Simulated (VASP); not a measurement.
# Nb (Fm-3m) in VASP: notebook

Aim: see how the results for Nb move with the level of theory and the settings. Levels: RPBE, LDA. Tasks: single point.

All numbers are computed with VASP 6.6.1; they aren't measurements. Logs are shortened: lines on timing, memory, paths and dates and some standing lists are left out, and cuts for length are marked.

### Step 1. The cell of the first run

Symmetry: Fm-3m, No. 225, cubic system. Conventional cell: a = 4.054 Å, b = 4.054 Å, c = 4.054 Å, α = 90.00°, β = 90.00°, γ = 90.00°. Within 3.8 Å of Nb (site symmetry m-3m) lie 12 Nb at 2.87 Å.

### Step 2. Single point, RPBE, non-collinear spin, zero start, spin-orbit coupling

INCAR reads:

```
SYSTEM = Nb
  PREC = Accurate
  ENCUT = 520
  EDIFF = 1E-6
  ISMEAR = -5
  SIGMA = 0.05
  LREAL = .False.
  LASPH = .True.
  NELM = 150
  ALGO = Fast
  ISIF = 2
  LWAVE = .False.
  LCHARG = .False.
  MAGMOM = 0 0 0
  LORBIT = 11
  LSORBIT = .True.
  GGA_COMPAT = .False.
  LORBMOM = .True.
  LMAXMIX = 4
  GGA = RP
  NBANDS = 24
```

KPOINTS reads:

```
Automatic mesh
0
Gamma
  11 11 11
  0 0 0
```

POSCAR reads:

```
Nb
1.0
    0.0000000000      2.0267705995      2.0267705995
    2.0267705995      0.0000000000      2.0267705995
    2.0267705995      2.0267705995      0.0000000000
Nb
1
Direct
    0.0000000000      0.0000000000      0.0000000000
```

Potentials or basis: VASP PAW PBE potentials, release 64 (Nb_sv).

On the command line:

```sh
> cat potpaw_PBE.64/Nb_sv/POTCAR > POTCAR
> mpirun -np 1 vasp_ncl > vasp.out
```

OUTCAR:

```text
SYSTEM = Nb
   PREC = Accurate
   ENCUT = 520
   EDIFF = 1E-6
   ISMEAR = -5
   LREAL = .False.
   LASPH = .True.
   NELM = 150
   ISIF = 2
   LORBIT = 11
   LSORBIT = .True.
   GGA = RP

 ion  position               nearest neighbor table
   1  0.000  0.000  0.000-

  LATTYP: Found a face centered cubic cell.
 ALAT       =     4.0535411990

  Lattice vectors:

 A1 = (   0.0000000000,   2.0267705995,   2.0267705995)
 A2 = (   2.0267705995,   0.0000000000,   2.0267705995)
 A3 = (   2.0267705995,   2.0267705995,   0.0000000000)

Analysis of symmetry for initial positions (statically):
=====================================================================
 Subroutine PRICEL returns:
 Original cell was already a primitive cell.

 Routine SETGRP: Setting up the symmetry group for a
 face centered cubic supercell.

 Subroutine GETGRP returns: Found 48 space group operations
 (whereof 48 operations were pure point group operations)
 out of a pool of 48 trial point group operations.

The static configuration has the point symmetry O_h .

Analysis of symmetry for dynamics (positions and initial velocities):
=====================================================================
 Subroutine PRICEL returns:
 Original cell was already a primitive cell.

 Routine SETGRP: Setting up the symmetry group for a
 face centered cubic supercell.

 Subroutine GETGRP returns: Found 48 space group operations
 (whereof 48 operations were pure point group operations)
 out of a pool of 48 trial point group operations.

The dynamic configuration has the point symmetry O_h .

Analysis of structural, dynamic, and magnetic symmetry:
=====================================================================
 Subroutine PRICEL returns:
 Original cell was already a primitive cell.

 Routine SETGRP: Setting up the symmetry group for a
 face centered cubic supercell.

 Subroutine GETGRP returns: Found 48 space group operations
 (whereof 48 operations were pure point group operations)
 out of a pool of 48 trial point group operations.

The overall configuration has the point symmetry O_h .

 Subroutine INISYM returns: Found 48 space group operations
 (whereof 48 operations are pure point group operations),
 and found     1 'primitive' translations

----------------------------------------------------------------------------------------

                                     Primitive cell

  volume of cell :      16.6511

  direct lattice vectors                    reciprocal lattice vectors
     0.000000000  2.026770599  2.026770599    -0.246697875  0.246697875  0.246697875
     2.026770599  0.000000000  2.026770599     0.246697875 -0.246697875  0.246697875
     2.026770599  2.026770599  0.000000000     0.246697875  0.246697875 -0.246697875

  length of vectors
     2.866286470  2.866286470  2.866286470     0.427293254  0.427293254  0.427293254

  position of ions in fractional coordinates (direct lattice)
     0.000000000  0.000000000  0.000000000

  ion indices of the primitive-cell ions
   primitive index   ion index
                 1           1

----------------------------------------------------------------------------------------

 KPOINTS: Automatic mesh

Automatic generation of k-mesh.
 Grid dimensions read from file:
 generate k-points for:   11   11   11

 Generating k-lattice:

  Cartesian coordinates                     Fractional coordinates (reciprocal lattice)
    -0.022427080  0.022427080  0.022427080     0.090909091  0.000000000  0.000000000
     0.022427080 -0.022427080  0.022427080     0.000000000  0.090909091  0.000000000
     0.022427080  0.022427080 -0.022427080     0.000000000  0.000000000  0.090909091

  Length of vectors
     0.038844841  0.038844841  0.038844841

  Shift w.r.t. Gamma in fractional coordinates (k-lattice)
     0.000000000  0.000000000  0.000000000
[... 52 lines left out ...]
   NELM   =    150;   NELMIN=  2; NELMDL= -5     # of ELM steps
   EDIFF  = 0.1E-05   stopping-criterion for ELM
   LREAL  =      F    real-space projection
   EDIFFG = 0.1E-04   stopping-criterion for IOM
   NSW    =      0    number of steps for IOM
   IBRION =     -1    ionic relax: 0-MD 1-quasi-New 2-CG
   NFREE  =      0    steps in history (QN), initial steepest desc. (CG)
   ISIF   =      2    stress and relaxation
   ISYM   =      2    0-nonsym 1-usesym 2-fastsym
   POTIM  = 0.5000    time-step for ionic-motion
   TEBEG  =    0.0;   TEEND  =   0.0 temperature during run
   PSTRESS=    0.0 pullay stress
   NELECT =      13.0000    total number of electrons
   NUPDOWN=      -1.0000    fix difference up-down
   EMIN   =  10.00;   EMAX   =-10.00  energy-range for DOS
   EFERMI =   0.00;   METHOD = LEGACY
   ISMEAR =    -5;   SIGMA  =   0.05  broadening in eV -4-tet -1-fermi 0-gaus
   EFERMI_NEDOS =   21; number of points for ismear=-14 and -15
   IALGO  =     68    algorithm
   IMIX   =      4    mixing-type and parameters
     AMIX     =   0.40;   BMIX     =  1.00
     AMIX_MAG =   1.60;   BMIX_MAG =  1.00
  volume/ion in A,a.u.               =      16.65       112.37
  Fermi-wavevector in a.u.,A,eV,Ry     =   1.507445  2.848657 30.917731  2.272389
  Thomas-Fermi vector in A             =   2.618030
   LORBIT       =     11    0 simple, 1 ext, 2 COOP (PROOUT), +10 PAW based schemes
   GGA     = RP    functional components
   LHFCALC =     F    Hartree Fock is set to
   AEXX    =    0.0000 exact exchange contribution
   IVDW    =     0    specifies the selected vdW correction
   LEPSILON=     F    determine dielectric tensor
   LRPA    =     F    only Hartree local field effects (RPA)
 RMM-DIIS sequential band-by-band and
 Fermi weights with tetrahedron method with Bloechl corrections
  energy-cutoff  :      520.00
  volume of cell :       16.65
 maximum number of plane-waves:       918
 NGX is ok and might be reduce to    24
   NGX = 11   NGY = 11   NGZ = 11

 number of electron      13.0000000 magnetization      -0.0000000     -0.0000000     -0.0000000

 number of electron      13.0000000 magnetization       0.0000000     -0.0000000     -0.0000000

 number of electron      13.0000000 magnetization       0.0000000      0.0000000      0.0000000

 number of electron      13.0000000 magnetization      -0.0000000      0.0000000      0.0000000

 Free energy of the ion-electron system (eV)
  ---------------------------------------------------
  ext. energy  EPLUGINS =         0.00000000
  ---------------------------------------------------
  free energy    TOTEN  =        -9.30335169 eV

  energy without entropy =       -9.30335169  energy(sigma->0) =       -9.30335169

 E-fermi :  12.8023     XC(G=0): -12.8508

 val. band max:       12.8409191904   @ k =  -0.3636   0.4545   0.1818
 cond. band min:      12.7598946936   @ k =   0.0000   0.0000   0.0000
 fundamental gap:     -0.0810244968
 Fermi energy:        12.8022934565

 k-point     1 :       0.0000    0.0000    0.0000
  band No.  band energies     occupation
      1     -41.9187      1.00000
      2     -41.9187      1.00000
      3     -18.4834      1.00000
      4     -18.4834      1.00000
      5     -16.3322      1.00000
      6     -16.3322      1.00000
[... 637 lines left out ...]
     23      29.6786      0.00000
     24      29.6797      0.00000

 [... further k-points ...]

------------------------ aborting loop because EDIFF is reached ----------------------------------------

  FORCE on cell =-STRESS in cart. coord.  units (eV):
  Direction    XX          YY          ZZ          XY          YZ          ZX
  --------------------------------------------------------------------------------------
  -------------------------------------------------------------------------------------
  Total        2.7803718      2.7803718      2.7803718      0.0000000      0.0000000      0.0000000
  in kB      267.5282664    267.5282664    267.5282664      0.0000000      0.0000000      0.0000000
  external PRESSURE =     267.5282664 kB  Pullay stress =       0.0000000 kB

 VOLUME and BASIS-vectors are now :
 -----------------------------------------------------------------------------
  energy-cutoff  :      520.00
  volume of cell :       16.65
      direct lattice vectors                 reciprocal lattice vectors
     0.000000000  2.026770599  2.026770599    -0.246697875  0.246697875  0.246697875
     2.026770599  0.000000000  2.026770599     0.246697875 -0.246697875  0.246697875
     2.026770599  2.026770599  0.000000000     0.246697875  0.246697875 -0.246697875

 POSITION                                       TOTAL-FORCE (eV/Angst)
 -----------------------------------------------------------------------------------
      0.00000      0.00000      0.00000         0.000000     -0.000000      0.000000
 -----------------------------------------------------------------------------------
    total drift:                               -0.000000      0.000000     -0.000000

  FREE ENERGIE OF THE ION-ELECTRON SYSTEM (eV)
  ---------------------------------------------------
  free  energy   TOTEN  =        -9.3033516881 eV

  energy  without entropy=       -9.3033516881  energy(sigma->0) =       -9.30335169

 orbital moment (x)

 # of ion     p       d       tot
 ----------------------------------------
  1         0.000  -0.000  -0.000
 ----------------------------------------
            0.000  -0.000  -0.000

 orbital moment (y)

 # of ion     p       d       tot
 ----------------------------------------
  1         0.000   0.000   0.000
 ----------------------------------------
            0.000   0.000   0.000

 orbital moment (z)

 # of ion     p       d       tot
 ----------------------------------------
  1         0.000   0.000   0.000
 ----------------------------------------
            0.000   0.000   0.000

 Spin-Orbit-Coupling matrix elements

 Ion:    1  E_soc:     -0.1788129
 l=   1
     0.0000000    -0.0270302    -0.0270302
    -0.0270302     0.0000000    -0.0270302
    -0.0270302    -0.0270302     0.0000000
 l=   2
     0.0000000    -0.0006914     0.0000000    -0.0006914    -0.0020806
    -0.0006914     0.0000000    -0.0015604    -0.0006914    -0.0005201
     0.0000000    -0.0015604     0.0000000    -0.0015604     0.0000000
    -0.0006914    -0.0006914    -0.0015604     0.0000000    -0.0005201
    -0.0020806    -0.0005201     0.0000000    -0.0005201     0.0000000
 l=   3
     0.0000000     0.0000000     0.0000000     0.0000000     0.0000000     0.0000000     0.0000000
     0.0000000     0.0000000     0.0000000     0.0000000     0.0000000     0.0000000     0.0000000
     0.0000000     0.0000000     0.0000000     0.0000000     0.0000000     0.0000000     0.0000000
     0.0000000     0.0000000     0.0000000     0.0000000     0.0000000     0.0000000     0.0000000
     0.0000000     0.0000000     0.0000000     0.0000000     0.0000000     0.0000000     0.0000000
     0.0000000     0.0000000     0.0000000     0.0000000     0.0000000     0.0000000     0.0000000
     0.0000000     0.0000000     0.0000000     0.0000000     0.0000000     0.0000000     0.0000000

 total charge

# of ion       s       p       d       tot
------------------------------------------
    1        2.245   6.018   2.569  10.832

 magnetization (x)

# of ion       s       p       d       tot
------------------------------------------
    1       -0.000   0.000   0.000  -0.000

 magnetization (y)

# of ion       s       p       d       tot
------------------------------------------
    1        0.000  -0.000   0.000   0.000

 magnetization (z)

# of ion       s       p       d       tot
------------------------------------------
    1       -0.000   0.000  -0.000  -0.000
```

Run time: 42 s. Hardware: 1 thread of Intel Xeon 6975P-C (Granite Rapids), shared host; peak memory 0.21 GiB.

What came out:

```
Free energy                                           : -9.3034 eV
Pressure                                              : 26.8 GPa
Net moment                                            : 0.00 μB per cell
Valence electrons inside the program's atomic spheres : Nb 10.83
```

Moments on the atoms (μB; x, y, z):
```
Nb  0.00 0.00 0.00
```

Caveat: the PAW data sets were made with another functional, which shifts forces and pressure a little.

### Step 3. Single point, LDA

This run uses another cell than the first one, of 17.69 Å³/atom, 1.062 times its volume.

INCAR reads:

```
SYSTEM = Nb
ALGO = Normal ; EDIFF = 1E-7
ENCUT = 520 ; ISIF = 2
ISMEAR = -1 ; LASPH = .TRUE.
LCHARG = .FALSE. ; LREAL = .FALSE.
LWAVE = .FALSE. ; NBANDS = 12
NELM = 100 ; PREC = Accurate
SIGMA = 0.05
```

KPOINTS reads:

```
k-points
0
G
  11 11 11
  0 0 0
```

POSCAR reads:

```
Nb
1.0
    0.0000000000      2.0680100627      2.0680100627
    2.0680100627      0.0000000000      2.0680100627
    2.0680100627      2.0680100627      0.0000000000
Nb
1
Direct
    0.0000000000      0.0000000000      0.0000000000
```

Potentials or basis: VASP PAW LDA potentials, release 64 (Nb_sv).

On the command line:

```sh
> cat potpaw_LDA.64/Nb_sv/POTCAR > POTCAR
> mpirun -np 1 vasp_std > vasp.out
```

Wall time 15 s (1 thread of AMD EPYC 7R13 (Zen 3), shared host); peak memory 0.1 GiB.

The run converged. Its results:

```yaml
Free_energy: -10.9018 eV
Pressure: -0.2 GPa
```

Levels at points of the mesh, in eV from the Fermi level:
| k point | band 3 | band 4 | band 5 | band 6 | band 7 | band 8 | band 9 | band 10 |
| --- | --- | --- | --- | --- | --- | --- | --- | --- |
| (0.00, 0.00, 0.00) | -29.85 | -29.85 | -6.34 | 0.03 | 0.03 | 0.03 | 2.84 | 2.84 |
